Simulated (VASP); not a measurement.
# BaS (P4/mmm) in VASP: notebook, part 2 of 2

VASP 6.6.1. Earlier steps stand in the parts before.

## (3) Single point, PBE (uniaxial x strain +3.4%)

File INCAR:

```
  ALGO = Normal
  EDIFF = 1E-6
  ENCUT = 520
  GGA = PE
  ISIF = 2
  ISMEAR = -1
  LASPH = True
  LCHARG = False
  LREAL = False
  LWAVE = False
  NBANDS = 15
  NELM = 100
  PREC = Accurate
  SIGMA = 0.02
```

File KPOINTS:

```
k-points
0
Gamma
  6 6 6
```

File POSCAR:

```
BaS
1.0
    3.9656395498      0.0000000000      0.0000000000
    0.0000000000      3.8337582655      0.0000000000
    0.0000000000      0.0000000000      3.8337582655
Ba S
1 1
Direct
    0.0000000000      0.0000000000      0.0000000000
    0.5000000000      0.5000000000      0.5000000000
```

Potentials or basis: VASP PAW PBE potentials, release 64 (Ba_sv, S).

Started as:

```console
cat potpaw_PBE.64/Ba_sv/POTCAR potpaw_PBE.64/S/POTCAR > POTCAR
mpirun -np 1 vasp_std > vasp.out
```

OUTCAR:

```text
EDIFF = 1E-6
   ENCUT = 520
   GGA = PE
   ISIF = 2
   ISMEAR = -1
   LASPH = True
   LREAL = False
   NELM = 100
   PREC = Accurate

 ion  position               nearest neighbor table
   1  0.000  0.000  0.000-   2 3.36   2 3.36   2 3.36   2 3.36   2 3.36   2 3.36   2 3.36   2 3.36

   2  0.500  0.500  0.500-   1 3.36   1 3.36   1 3.36   1 3.36   1 3.36   1 3.36   1 3.36   1 3.36

  LATTYP: Found a simple tetragonal cell.
 ALAT       =     3.8337582655
 C/A-ratio  =     1.0344000000

  Lattice vectors:

[... 610 lines left out ...]
     10       7.0738      0.00000
     11       7.5635      0.00000
     12       8.7079      0.00000
     13       9.8101      0.00000
     14      11.9990      0.00000
     15      12.2686      0.00000

 [... further k-points ...]
[... 5 lines left out ...]
  --------------------------------------------------------------------------------------
  -------------------------------------------------------------------------------------
  Total       -1.0361996      0.2964890      0.2964890      0.0000000      0.0000000      0.0000000
  in kB      -28.4833677      8.1499779      8.1499779      0.0000000      0.0000000      0.0000000
  external PRESSURE =      -4.0611373 kB  Pullay stress =       0.0000000 kB

 VOLUME and BASIS-vectors are now :
 -----------------------------------------------------------------------------
  energy-cutoff  :      520.00
  volume of cell :       58.29
      direct lattice vectors                 reciprocal lattice vectors
     3.965639550  0.000000000  0.000000000     0.252166135  0.000000000  0.000000000
     0.000000000  3.833758266  0.000000000     0.000000000  0.260840651  0.000000000
     0.000000000  0.000000000  3.833758266     0.000000000  0.000000000  0.260840651

 POSITION                                       TOTAL-FORCE (eV/Angst)
 -----------------------------------------------------------------------------------
      0.00000      0.00000      0.00000         0.000000      0.000000      0.000000
      1.98282      1.91688      1.91688         0.000000      0.000000      0.000000
 -----------------------------------------------------------------------------------
    total drift:                                0.000000     -0.000000     -0.000000

  FREE ENERGIE OF THE ION-ELECTRON SYSTEM (eV)
  ---------------------------------------------------
  free  energy   TOTEN  =        -9.7373707800 eV

  energy  without entropy=       -9.7373707800  energy(sigma->0) =       -9.73737078
```

stdout:

```text
POSCAR found type information on POSCAR BaS
 POSCAR found :  2 types and       2 ions
 scaLAPACK will be used
 LDA part: xc-table for (Slater+PW92), standard interpolation
 POSCAR, INCAR and KPOINTS ok, starting setup
 FFT: planning ... GRIDC
 FFT: planning ... GRID_SOFT
 FFT: planning ... GRID
 WAVECAR not read
 entering main loop
```

It took 14 s on 1 thread of Intel Xeon 6975P-C (Granite Rapids), shared host; peak memory 0.19 GiB.

Results:

```
Free energy            : -9.7374 eV
Pressure               : -0.4 GPa
Band gap on the k mesh : 1.38 eV (least direct gap 1.51 eV)
```

Caveat: the cell differs from its parent crystal (uniaxial x strain +3.4%); the structure was generated, so it needn't be the stable form of BaS; spin-orbit coupling is left out, which moves the levels of the heavy elements. A k mesh can miss the band edges.

## (4) Single point, r2SCAN (epitaxial xy strain -2.9%)

File POSCAR:

```
BaS
1.0
    3.7218125241      0.0000000000      0.0000000000
    0.0000000000      3.7218125241      0.0000000000
    0.0000000000      0.0000000000      3.8610529440
Ba S
1 1
Direct
    0.0000000000      0.0000000000      0.0000000000
    0.5000000000      0.5000000000      0.5000000000
```

File INCAR.step1:

```
PREC     = Accurate       # precision mode
ENCUT    = 520            # plane-wave cutoff, eV
ISMEAR   = 0              # smearing method
SIGMA    = 0.01           # smearing width, eV
LREAL    = F              # projectors in reciprocal space
LASPH    = T              # aspherical terms in the spheres
NELM     = 80             # most SCF steps
NBANDS   = 15             # bands
GGA      = PE             # functional
ALGO     = Normal         # electronic algorithm
EDIFF    = 1E-4           # SCF threshold, eV
LWAVE    = T              # write WAVECAR
LCHARG   = F              # write CHGCAR
```

File INCAR.step2:

```
PREC     = Accurate       # precision mode
ENCUT    = 520            # plane-wave cutoff, eV
EDIFF    = 1E-6           # SCF threshold, eV
ISMEAR   = 0              # smearing method
SIGMA    = 0.01           # smearing width, eV
LREAL    = F              # projectors in reciprocal space
LASPH    = T              # aspherical terms in the spheres
NELM     = 80             # most SCF steps
ALGO     = Normal         # electronic algorithm
ISIF     = 2              # what is computed and relaxed
LWAVE    = F              # write WAVECAR
LCHARG   = T              # write CHGCAR
METAGGA  = R2SCAN         # meta-GGA
LMIXTAU  = T            
LELF     = T              # ELF
LVHAR    = T            
NBANDS   = 15             # bands
ISTART   = 1
```

File KPOINTS:

```
regular mesh
0
Gamma
  6 6 6
```

Started as:

```console
cat potpaw_PBE.64/Ba_sv/POTCAR potpaw_PBE.64/S/POTCAR > POTCAR
cp INCAR.step1 INCAR
mpirun -np 1 vasp_std > vasp.out
cp INCAR.step2 INCAR
mpirun -np 1 vasp_std > vasp.out
```

Run time: 55 s. Hardware: 1 thread of Intel Xeon 6975P-C (Granite Rapids), shared host; peak memory 0.19 GiB.

The run converged. Its results:

| Property | Result |
| --- | --- |
| Free energy | -38.7398 eV |
| Pressure | 4.1 GPa |
| Band gap on the k mesh | 1.59 eV (least direct gap 1.66 eV) |

Stress tensor (GPa, compression positive):
```
5.56 0.00 0.00
0.00 5.56 0.00
0.00 0.00 1.13
```

Levels at points of the mesh, in eV from the valence-band top:
```
           k point  band 4  band 5  band 6  band 7  band 8  band 9  band 10  band 11  band 12  band 13
(0.00, 0.00, 0.00)  -12.28  -11.75   -0.35   -0.08   -0.08    1.59     1.63     5.06     7.05     7.05
(0.50, 0.00, 0.00)  -12.12  -10.26   -3.13   -1.15   -0.73    2.81     6.85     6.98     7.63     7.73
(0.50, 0.50, 0.00)  -12.07  -11.25   -1.53   -1.53   -0.29    2.71     3.53     4.46     4.46     9.89
(0.00, 0.00, 0.50)  -12.15  -10.19   -3.13   -0.79   -0.79    2.61     6.46     7.00     8.06     8.06
(0.50, 0.00, 0.50)  -12.03  -11.33   -1.54   -1.44    0.00    2.53     4.06     4.76     5.02     9.43
(0.50, 0.50, 0.50)  -12.87  -10.85   -3.13   -3.11   -3.11    7.97     8.32     8.32     8.45     8.83
```

Caveat: the cell differs from its parent crystal (epitaxial xy strain -2.9%); the cell stands under pressure; the structure was generated, so it needn't be the stable form of BaS; the PAW data sets were made with another functional, which shifts forces and pressure a little; spin-orbit coupling is left out, which moves the levels of the heavy elements. A k mesh can miss the band edges.

## (5) Summary

```csv
level,cell,smearing,gap on the mesh (eV),pressure (GPa)
PBE,"a = 3.722, b = 3.722, c = 3.861 Å, 2 atoms",fermi-dirac 0.02 eV,1.22,4.1
PBE,"a = 3.966, b = 3.834, c = 3.834 Å, 2 atoms",fermi-dirac 0.02 eV,1.38,-0.4
r2SCAN,"a = 3.722, b = 3.722, c = 3.861 Å, 2 atoms",gaussian 0.01 eV,1.59,4.1
```

Alike in all rows: task single point; potentials or basis VASP PAW PBE potentials, release 64 (Ba_sv, S); no spin polarisation; k mesh 6 × 6 × 6; cutoff (eV) 520.

Caveats: the structure was generated, so it needn't be the stable form of BaS; spin-orbit coupling is left out, which moves the levels of the heavy elements; the cell stands under pressure (at least some runs); the PAW data sets were made with another functional, which shifts forces and pressure a little (at least some runs).

Absolute energies hang on the potentials; compare differences alone.
